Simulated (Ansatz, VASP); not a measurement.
One calculation of CsPbBr3, two programs

INCAR

```
ALGO = Normal ; EDIFF = 1E-6
ENCUT = 520 ; ISIF = 2
ISMEAR = 0 ; LASPH = T
LCHARG = F ; LREAL = F
LWAVE = F ; NBANDS = 30
NELM = 80 ; PREC = Accurate
SIGMA = 0.05
```

KPOINTS

```
k-points
0
Gamma
  6 6 6
```

Contents of POSCAR:

```
CsPbBr3
1.0
    5.8700000000      0.0000000000      0.0000000000
    0.0000000000      6.1341500000      0.0000000000
    0.0000000000      0.0000000000      5.8700000000
Cs Pb Br
1 1 3
Direct
    0.0000000000      0.0000000000      0.0000000000
    0.5000000000      0.5000000000      0.5000000000
    0.0000000000      0.5000000000      0.5000000000
    0.5000000000      0.0000000000      0.5000000000
    0.5000000000      0.5000000000      0.0000000000
```

Input for Ansatz:

```yaml
crystal:
  lattice:
    - [5.87, 0.0, 0.0]
    - [0.0, 6.13415, 0.0]
    - [0.0, 0.0, 5.87]
  atoms:
    - { symbol: Cs, position: [0.0, 0.0, 0.0] }
    - { symbol: Pb, position: [0.5, 0.5, 0.5] }
    - { symbol: Br, position: [0.0, 0.5, 0.5] }
    - { symbol: Br, position: [0.5, 0.0, 0.5] }
    - { symbol: Br, position: [0.5, 0.5, 0.0] }
basis:
  ecutwfc: 420
kpoints:
  mp_grid: { grid: [6, 6, 6] }
hamiltonian:
  xc: lda
scf:
  occupations: { method: gaussian, width: 0.05 }
output:
  forces: true
  stress: true
  eigenvalues: true
```

Change from the starting cell: strain +0.0450 x Voigt [0, 1, 0, 0, 0, 0], atoms carried along.

Alike in both runs: task single point; functional LDA; k mesh 6 × 6 × 6; occupations gaussian, width 0.05 eV; no spin polarisation.

|  | VASP | Ansatz |
| --- | --- | --- |
| version | VASP 6.6.1 | Ansatz 0.2.0 |
| potentials or method | VASP PAW LDA potentials, release 64 (Cs_sv, Pb_d, Br), cutoff 520 eV | scalar-relativistic, plane waves, PAW |
| valence electrons in the cell | 44 | 44 |

|  | VASP | Ansatz | Ansatz less VASP |
| --- | --- | --- | --- |
| gap on the k mesh at the Fermi level (eV) | 1.33 | 1.35 | +0.027 |
| least direct gap on the mesh (eV) | 1.33 | 1.35 | +0.027 |
| pressure (GPa) | -1.8 | -1.8 | -0.03 |
| traceless stress, the component that is largest in VASP (GPa) | -0.97 | -0.96 | +0.012 |

LDA's correlation is that of Perdew and Zunger in VASP and of Perdew and Wang (1992) in Ansatz.

Neither program's run includes spin-orbit coupling.
